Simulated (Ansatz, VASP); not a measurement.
## MnAs: VASP beside Ansatz

Contents of POSCAR:

```
MnAs
1.0
    3.6723200000      0.0349800000     -0.0001400000
   -1.8058700000      3.2035000000     -0.0108600000
   -0.0002100000     -0.0193600000      5.7583500000
Mn As
2 2
Direct
    0.9764200000      0.9787700000      0.9745100000
    0.0190336489      0.9618726797      0.4785300161
    0.2995700000      0.6308200000      0.2759100000
    0.6538200000      0.2972400000      0.7275000000
```

File INCAR.step1:

```
ALGO = Normal
EDIFF = 1E-4
ENCUT = 520
GGA = PE
ISMEAR = -1
ISPIN = 2
LASPH = T
LCHARG = F
LMAXMIX = 4
LREAL = F
LWAVE = T
MAGMOM = 4 4 0 0
NBANDS = 30
NELM = 150
PREC = Accurate
SIGMA = 0.05
```

INCAR.step2

```
ALGO = Normal
EDIFF = 1E-6
ENCUT = 520
ISIF = 2
ISMEAR = -1
ISPIN = 2
ISTART = 1
LASPH = T
LCHARG = F
LMAXMIX = 4
LMIXTAU = T
LORBIT = 11
LREAL = F
LWAVE = F
MAGMOM = 4 4 0 0
METAGGA = R2SCAN
NBANDS = 30
NELM = 150
PREC = Accurate
SIGMA = 0.05
```

File KPOINTS:

```
k-points
0
Gamma
  5 5 3
```

Input for Ansatz:

```yaml
crystal:
  lattice:
    - [3.67232, 0.03498, -0.00014]
    - [-1.80587, 3.2035, -0.01086]
    - [-0.00021, -0.01936, 5.75835]
  atoms:
    - { symbol: Mn, position: [0.97642, 0.97877, 0.97451], spin: 4.0 }
    - { symbol: Mn, position: [0.019033648922424845, 0.9618726796543574, 0.4785300161177934], spin: 4.0 }
    - { symbol: As, position: [0.29957, 0.63082, 0.27591] }
    - { symbol: As, position: [0.65382, 0.29724, 0.7275] }
basis:
  ecutwfc: 650.0
  xc_grid: 2
kpoints:
  mp_grid:
    grid: [5, 5, 3]
hamiltonian:
  xc: r2scan
magnetization:
  spin_polarized: true
scf:
  convergence:
    dr2_threshold: 1.0e-09
  occupations:
    method: fermi_dirac
    width: 0.05
output:
  forces: true
  stress: true
```

Alike in both runs: task single point; functional r2SCAN; k mesh 5 × 5 × 3; occupations fermi-dirac, width 0.05 eV; collinear spin.

|  | VASP | Ansatz |
| --- | --- | --- |
| version | VASP 6.6.1 | Ansatz 0.2.0 |
| potentials or method | VASP PAW PBE potentials, release 64 (Mn_pv, As), cutoff 520 eV | plane waves, PAW |
| valence electrons in the cell | 36 | 60 |

Ansatz gave:

* pressure (GPa): 4.2
* traceless stress, the component that is largest in VASP (GPa): -3.84
* rms of the force components (eV/Å): 1.016
* net moment per atom (μB): 1.80
* size of the moment on the site where the two differ most (μB): 3.26

Task: Which values does VASP return?

Result: Pressure (GPa): 4.4; traceless stress, the component that is largest in VASP (GPa): -3.84; rms of the force components (eV/Å): 1.018; net moment per atom (μB): 1.80; size of the moment on the site where the two differ most (μB): 3.47.

VASP's potentials were made for PBE, not for r2SCAN. Site moments also hang on the region over which each program counts them. Atom by atom the forces differ by 0.005 eV/Å (rms over components). The functional is the same, so the differences come from potentials, cutoffs and numerics. VASP's potentials hold 36 valence electrons a cell and Ansatz's 60, so a difference there can come from the potentials and not from the codes. Ansatz's warnings: stability check not made, stress scf threshold loose.

The k mesh is coarse, so the values compare programs but aren't converged.
